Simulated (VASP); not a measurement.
# SiC (P6_3mc) in VASP: further runs

The runs below take SiC through single point, with HSE06, PBE, r2SCAN.

All numbers are computed with VASP 6.6.1; they aren't measurements. Logs are shortened: lines on timing, memory, paths and dates and some standing lists are left out, and cuts for length are marked.

## Step 1: The cell of the first run

Symmetry: P6_3mc, No. 186, hexagonal system. The conventional cell has a = 3.075 Å, b = 3.075 Å, c = 5.048 Å, α = 90.00°, β = 90.00°, γ = 120.00°. Si (site symmetry 3m) has 4 C at 1.88 to 1.90 Å within 2.5 Å. C (site symmetry 3m) has 4 Si at 1.88 to 1.90 Å within 2.5 Å.

## Step 2: Single point, HSE06

POSCAR

```
SiC
1.0
    3.0753562392      0.0000000000      0.0000000000
   -1.5376781196      2.6633366288      0.0000000000
    0.0000000000      0.0000000000      5.0481080910
Si C
2 2
Direct
    0.3333333333      0.6666666667     -0.0004083989
    0.6666666667      0.3333333333      0.4995916011
    0.3333333333      0.6666666667      0.3754083989
    0.6666666667      0.3333333333      0.8754083989
```

INCAR.step1

```
SYSTEM = SiC
PREC = Accurate
ENCUT = 520
EDIFF = 1E-5
ISMEAR = 0
SIGMA = 0.01
LREAL = .FALSE.
LASPH = .TRUE.
NELM = 60
ALGO = Normal
ISIF = 2
LWAVE = .TRUE.
LCHARG = .FALSE.
NBANDS = 16
GGA = PE
```

INCAR.step2

```
SYSTEM = SiC
PREC = Accurate
ENCUT = 520
EDIFF = 1E-6
ISMEAR = 0
SIGMA = 0.01
LREAL = .FALSE.
LASPH = .TRUE.
NELM = 60
ALGO = Normal
ISIF = 2
LWAVE = .FALSE.
LCHARG = .FALSE.
GGA = PE
LHFCALC = .TRUE.
HFSCREEN = 0.2079
PRECFOCK = Normal
NBANDS = 16
ISTART = 1
```

KPOINTS

```
Automatic mesh
0
G
  6 6 4
  0 0 0
```

Potentials or basis: VASP PAW PBE potentials, release 64 (Si, C).

Run with:

```
cat potpaw_PBE.64/Si/POTCAR potpaw_PBE.64/C/POTCAR > POTCAR
cp INCAR.step1 INCAR
mpirun -np 1 vasp_std > vasp.out
cp INCAR.step2 INCAR
mpirun -np 1 vasp_std > vasp.out
```

OUTCAR:

```text
SYSTEM = SiC
   PREC = Accurate
   ENCUT = 520
   EDIFF = 1E-6
   ISMEAR = 0
   LREAL = .FALSE.
   LASPH = .TRUE.
   NELM = 60
   ISIF = 2
   GGA = PE
   LHFCALC = .TRUE.
   HFSCREEN = 0.2079
   PRECFOCK = Normal
   ISTART = 1

 ion  position               nearest neighbor table
   1  0.333  0.667  1.000-   4 1.88   4 1.88   4 1.88   3 1.90   2 3.09   2 3.09   2 3.09   2 3.09
                             2 3.09   2 3.09
   2  0.667  0.333  0.500-   3 1.88   3 1.88   3 1.88   4 1.90   1 3.09   1 3.09   1 3.09   1 3.09
                             1 3.09   1 3.09
   3  0.333  0.667  0.375-   2 1.88   2 1.88   2 1.88   1 1.90
   4  0.667  0.333  0.875-   1 1.88   1 1.88   1 1.88   2 1.90

  LATTYP: Found a hexagonal cell.
 ALAT       =     3.0753562392
 C/A-ratio  =     1.6414710031

  Lattice vectors:

 A1 = (   3.0753562392,   0.0000000000,   0.0000000000)
 A2 = (  -1.5376781196,   2.6633366288,   0.0000000000)
 A3 = (   0.0000000000,   0.0000000000,   5.0481080910)

Analysis of symmetry for initial positions (statically):
=====================================================================
 Subroutine PRICEL returns:
 Original cell was already a primitive cell.

 Routine SETGRP: Setting up the symmetry group for a
 hexagonal supercell.

 Subroutine GETGRP returns: Found 12 space group operations
 (whereof  6 operations were pure point group operations)
 out of a pool of 24 trial point group operations.

The static configuration has the point symmetry C_3v.
 The point group associated with its full space group is C_6v.

Analysis of symmetry for dynamics (positions and initial velocities):
=====================================================================
 Subroutine PRICEL returns:
 Original cell was already a primitive cell.

 Routine SETGRP: Setting up the symmetry group for a
 hexagonal supercell.

 Subroutine GETGRP returns: Found 12 space group operations
 (whereof  6 operations were pure point group operations)
 out of a pool of 24 trial point group operations.

The dynamic configuration has the point symmetry C_3v.
 The point group associated with its full space group is C_6v.

 Subroutine INISYM returns: Found 12 space group operations
 (whereof  6 operations are pure point group operations),
 and found     1 'primitive' translations

----------------------------------------------------------------------------------------

                                     Primitive cell

  volume of cell :      41.3476

  direct lattice vectors                    reciprocal lattice vectors
     3.075356239  0.000000000  0.000000000     0.325165582  0.187734436  0.000000000
    -1.537678120  2.663336629  0.000000000     0.000000000  0.375468872  0.000000000
     0.000000000  0.000000000  5.048108091     0.000000000  0.000000000  0.198094015

  length of vectors
     3.075356239  3.075356239  5.048108091     0.375468872  0.375468872  0.198094015

  position of ions in fractional coordinates (direct lattice)
     0.333333333  0.666666667  0.999591601
     0.666666667  0.333333333  0.499591601
     0.333333333  0.666666667  0.375408399
     0.666666667  0.333333333  0.875408399

  ion indices of the primitive-cell ions
   primitive index   ion index
                 1           1
                 2           2
                 3           3
                 4           4

----------------------------------------------------------------------------------------

 KPOINTS: Automatic mesh

Automatic generation of k-mesh.
 Grid dimensions read from file:
 generate k-points for:    6    6    4

 Generating k-lattice:

  Cartesian coordinates                     Fractional coordinates (reciprocal lattice)
     0.054194264  0.031289073  0.000000000     0.166666667  0.000000000  0.000000000
     0.000000000  0.062578145  0.000000000     0.000000000  0.166666667  0.000000000
     0.000000000  0.000000000  0.049523504     0.000000000  0.000000000  0.250000000

  Length of vectors
     0.062578145  0.062578145  0.049523504

  Shift w.r.t. Gamma in fractional coordinates (k-lattice)
     0.000000000  0.000000000  0.000000000

 Subroutine IBZKPT returns following result:
 ===========================================

 Found     21 irreducible k-points:

 Following reciprocal coordinates:
            Coordinates               Weight
  0.000000  0.000000  0.000000      1.000000
  0.166667 -0.000000  0.000000      6.000000
  0.333333  0.000000  0.000000      6.000000
  0.500000  0.000000  0.000000      3.000000
  0.166667  0.166667  0.000000      6.000000
  0.333333  0.166667  0.000000     12.000000
[... 13 lines left out ...]
  0.333333  0.166667  0.500000     12.000000
  0.333333  0.333333  0.500000      2.000000
   k-points           NKPTS =     21   k-points in BZ     NKDIM =    144   number of bands    NBANDS=     16
   number of dos      NEDOS =    301   number of ions     NIONS =      4
   total plane-waves  NPLWV =  23040
   dimension x,y,z NGX =    24 NGY =   24 NGZ =   40
   dimension x,y,z NGXF=    48 NGYF=   48 NGZF=   80
   ions per type =               2   2
   NGX,Y,Z   is equivalent  to a cutoff of  12.97, 12.97, 13.17 a.u.
   NGXF,Y,Z  is equivalent  to a cutoff of  25.95, 25.95, 26.35 a.u.
 SYSTEM =  SiC
   PREC   = accura    normal or accurate (medium, high low for compatibility)
   ISTART =      1    job   : 0-new  1-cont  2-samecut
   ICHARG =      0    charge: 1-file 2-atom 10-const
   ISPIN  =      1    spin polarized calculation?
   LNONCOLLINEAR =      F non collinear calculations
   LSORBIT =      F    spin-orbit coupling
   LASPH  =      T    aspherical Exc in radial PAW
   ENCUT  =  520.0 eV  38.22 Ry    6.18 a.u.   5.72  5.72  9.39*2*pi/ulx,y,z
   NELM   =     60;   NELMIN=  2; NELMDL=  0     # of ELM steps
   EDIFF  = 0.1E-05   stopping-criterion for ELM
   LREAL  =      F    real-space projection
   EDIFFG = 0.1E-04   stopping-criterion for IOM
   NSW    =      0    number of steps for IOM
   IBRION =     -1    ionic relax: 0-MD 1-quasi-New 2-CG
   NFREE  =      0    steps in history (QN), initial steepest desc. (CG)
   ISIF   =      2    stress and relaxation
   ISYM   =      3    0-nonsym 1-usesym 2-fastsym
   POTIM  = 0.5000    time-step for ionic-motion
   TEBEG  =    0.0;   TEEND  =   0.0 temperature during run
   PSTRESS=    0.0 pullay stress
   NELECT =      16.0000    total number of electrons
   NUPDOWN=      -1.0000    fix difference up-down
   EMIN   =  10.00;   EMAX   =-10.00  energy-range for DOS
   EFERMI =   0.00;   METHOD = LEGACY
   ISMEAR =     0;   SIGMA  =   0.01  broadening in eV -4-tet -1-fermi 0-gaus
   EFERMI_NEDOS =   21; number of points for ismear=-14 and -15
   IALGO  =     38    algorithm
   IMIX   =      1    mixing-type and parameters
     AMIX     =   0.40;   BMIX     =  1.00
     AMIX_MAG =   1.60;   BMIX_MAG =  1.00
  volume/ion in A,a.u.               =      10.34        69.76
  Fermi-wavevector in a.u.,A,eV,Ry     =   1.192975  2.254396 19.363676  1.423190
  Thomas-Fermi vector in A             =   2.329001
   LORBIT       =      0    0 simple, 1 ext, 2 COOP (PROOUT), +10 PAW based schemes
   GGA     = PE    functional components
   LHFCALC =     T    Hartree Fock is set to
   PRECFOCK=normal    Normal, Fast or Accurate (Low or Medium for compatibility)
   ENCUT4O =  -1.0   cutoff for four orbital integrals eV
   NKREDX  =     1    reduce k-point grid by
   NKREDY  =     1    reduce k-point grid by
   NKREDZ  =     1    reduce k-point grid by
   AEXX    =    0.2500 exact exchange contribution
   HFSCREEN=    0.2079 screening length (either q_TF or 0.3 A-1)
   HFSCREENC=   0.2079 screening length for correlation (either q_TF or 0.3 A-1)
   ENCUTFOCK=  -1.0 apply spherical cutoff to Coloumb kernel
   IVDW    =     0    specifies the selected vdW correction
   LEPSILON=     F    determine dielectric tensor
   LRPA    =     F    only Hartree local field effects (RPA)
 non-spin polarized calculation
 Gauss-broadening in eV      SIGMA  =   0.01
  energy-cutoff  :      520.00
  volume of cell :       41.35
 maximum number of plane-waves:      1124
 NGX is ok and might be reduce to    24
  NGX = 18; NGY = 18; NGZ = 30

 number of electron      16.0000000 magnetization

 Free energy of the ion-electron system (eV)
  ---------------------------------------------------
  ext. energy  EPLUGINS =         0.00000000
  ---------------------------------------------------
  free energy    TOTEN  =       -34.83016354 eV

  energy without entropy =      -34.83016354  energy(sigma->0) =      -34.83016354

 E-fermi :   7.7956     XC(G=0):  -9.3520

 val. band max:        7.6703199714   @ k =   0.0000   0.0000   0.0000
 cond. band min:      10.8329714135   @ k =   0.3333   0.3333   0.0000
 fundamental gap:      3.1626514421
 Fermi energy:         7.7955533613

 k-point     1 :       0.0000    0.0000    0.0000
  band No.  band energies     occupation
      1      -9.5067      2.00000
      2      -5.6589      2.00000
      3      -1.8679      2.00000
      4       6.2092      2.00000
      5       6.2092      2.00000
      6       7.5529      2.00000
[... 8 lines left out ...]
     15      18.0298      0.00000
     16      20.6741      0.00000

 k-point     2 :       0.1667   -0.0000    0.0000
  band No.  band energies     occupation
      1      -8.9860      2.00000
      2      -5.2223      2.00000
      3      -1.3854      2.00000
      4       3.8635      2.00000
      5       5.4625      2.00000
      6       5.9456      2.00000
[... 8 lines left out ...]
     15      18.5731      0.00000
     16      19.0187      0.00000

 k-point     3 :       0.3333    0.0000    0.0000
  band No.  band energies     occupation
      1      -7.4987      2.00000
      2      -4.1959      2.00000
      3      -0.4774      2.00000
      4       0.8765      2.00000
      5       2.8540      2.00000
      6       4.4220      2.00000
[... 8 lines left out ...]
     15      20.1193      0.00000
     16      21.4826      0.00000
[... 305 lines left out ...]
 k-point    20 :       0.3333    0.1667    0.5000
  band No.  band energies     occupation
      1      -5.1498      2.00000
      2      -5.1498      2.00000
      3      -0.5620      2.00000
      4      -0.5620      2.00000
      5       3.2095      2.00000
      6       3.2095      2.00000
[... 8 lines left out ...]
     15      21.0124      0.00000
     16      21.0124      0.00000

 k-point    21 :       0.3333    0.3333    0.5000
  band No.  band energies     occupation
      1      -4.3389      2.00000
      2      -4.3389      2.00000
      3      -0.8190      2.00000
      4      -0.8190      2.00000
      5       1.5280      2.00000
      6       1.5280      2.00000
[... 8 lines left out ...]
     15      20.7026      0.00000
     16      20.7026      0.00000

------------------------ aborting loop because EDIFF is reached ----------------------------------------

  FORCE on cell =-STRESS in cart. coord.  units (eV):
  Direction    XX          YY          ZZ          XY          YZ          ZX
  --------------------------------------------------------------------------------------
  -------------------------------------------------------------------------------------
  Total       -0.3627564     -0.3627564     -0.4792811      0.0000000      0.0000000      0.0000000
  in kB      -14.0564443    -14.0564443    -18.5716605      0.0000000      0.0000000      0.0000000
  external PRESSURE =     -15.5615164 kB  Pullay stress =       0.0000000 kB

 VOLUME and BASIS-vectors are now :
 -----------------------------------------------------------------------------
  energy-cutoff  :      520.00
  volume of cell :       41.35
      direct lattice vectors                 reciprocal lattice vectors
     3.075356239  0.000000000  0.000000000     0.325165582  0.187734436  0.000000000
    -1.537678120  2.663336629  0.000000000     0.000000000  0.375468872  0.000000000
     0.000000000  0.000000000  5.048108091     0.000000000  0.000000000  0.198094015

 POSITION                                       TOTAL-FORCE (eV/Angst)
 -----------------------------------------------------------------------------------
     -0.00000      1.77556      5.04605         0.000000      0.000000     -0.017909
      1.53768      0.88778      2.52199        -0.000000     -0.000000     -0.017909
     -0.00000      1.77556      1.89510         0.000000     -0.000000      0.017909
      1.53768      0.88778      4.41916        -0.000000     -0.000000      0.017909
 -----------------------------------------------------------------------------------
    total drift:                                0.000000     -0.000000     -0.000084

  FREE ENERGIE OF THE ION-ELECTRON SYSTEM (eV)
  ---------------------------------------------------
  free  energy   TOTEN  =       -34.8301635388 eV

  energy  without entropy=      -34.8301635388  energy(sigma->0) =      -34.83016354
```

Run time: 28 min. Hardware: 1 thread of Intel Xeon Platinum 8259CL at 2.50GHz (Skylake/Cascade Lake), shared host; peak memory 0.26 GiB.

What came out:

* Free energy: -34.8302 eV
* Pressure: -1.6 GPa
* Largest force: 0.018 eV/Å
* Band gap on the k mesh: 3.16 eV (least direct gap 5.06 eV)

Forces in eV/Å, atoms in the order of the input:
```
Si   0.000  0.000 -0.018
Si   0.000  0.000 -0.018
C    0.000  0.000  0.018
C    0.000  0.000  0.018
```

Stress tensor (GPa, compression positive):
```
-1.41  0.00  0.00
 0.00 -1.41  0.00
 0.00  0.00 -1.86
```

Levels at points of the mesh, in eV from the valence-band top:
```csv
k point,band 4,band 5,band 6,band 7,band 8,band 9,band 10,band 11,band 12,band 13
"(0.00, 0.00, 0.00)",-1.46,-1.46,-0.12,0.00,0.00,5.97,7.48,7.89,7.89,9.07
"(0.50, 0.00, 0.00)",-6.92,-5.94,-3.66,-3.52,-1.33,3.74,5.26,8.12,8.36,11.54
"(0.00, 0.00, 0.50)",-4.87,-0.79,-0.79,-0.79,-0.79,7.12,7.12,8.62,8.62,8.62
"(0.50, 0.00, 0.50)",-9.06,-2.69,-2.69,-2.55,-2.55,4.28,4.28,6.37,6.37,11.88
```

Caveat: the PAW data sets were made with another functional, which shifts forces and pressure a little. A k mesh can miss the band edges.

(Continued in part 2 of 3.)
